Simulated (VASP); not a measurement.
## Al3GaIr: single point with PBE

The system is Al3GaIr.

```
CELL_PARAMETERS angstrom
4.76653 0.00000 0.00000
0.00000 4.76653 0.00000
0.00000 0.00000 4.76653
ATOMIC_POSITIONS crystal
Al 0.50000 0.00000 0.50000
Al 0.00000 0.50000 0.50000
Al 0.50000 0.50000 0.00000
Ga 0.00000 0.00000 0.00000
Ir 0.50000 0.50000 0.50000
```

The cell was generated, and may not be a known phase.

```yaml
Program: VASP 6.6.1
Task: single point
Functional: PBE
Potentials_or_basis: VASP PAW PBE potentials, release 64 (Al, Ga_d, Ir)
Cutoff: 520 eV
k_mesh: 4 × 4 × 4
Occupations: gaussian, width 0.1 eV
Spin: no spin polarisation
```

| Quantity | Value |
| --- | --- |
| Pressure | 0.0 GPa |
| Band gap on the k mesh | zero (an odd number of electrons rules out a gap without spin polarisation) |

Levels at points of the mesh, in eV from the Fermi level:
```csv
k point,band 13,band 14,band 15,band 16,band 17,band 18
"(0.00, 0.00, 0.00)",-2.41,-2.41,-2.41,0.91,0.91,2.88
"(0.50, 0.00, 0.00)",-2.62,-0.99,-0.99,-0.02,0.72,0.78
"(0.50, 0.50, 0.00)",-3.48,-2.99,0.15,0.84,0.84,0.85
"(0.50, 0.50, 0.50)",-4.46,-3.95,-3.95,-0.58,-0.58,-0.58
```

Run time: 24 s on 1 thread of Intel(R) Xeon(R) Platinum 8488C (Sapphire Rapids), with other jobs on the host, peak memory 0.22 GiB.

Caveat: spin-orbit coupling is left out, which moves the levels of the heavy elements.
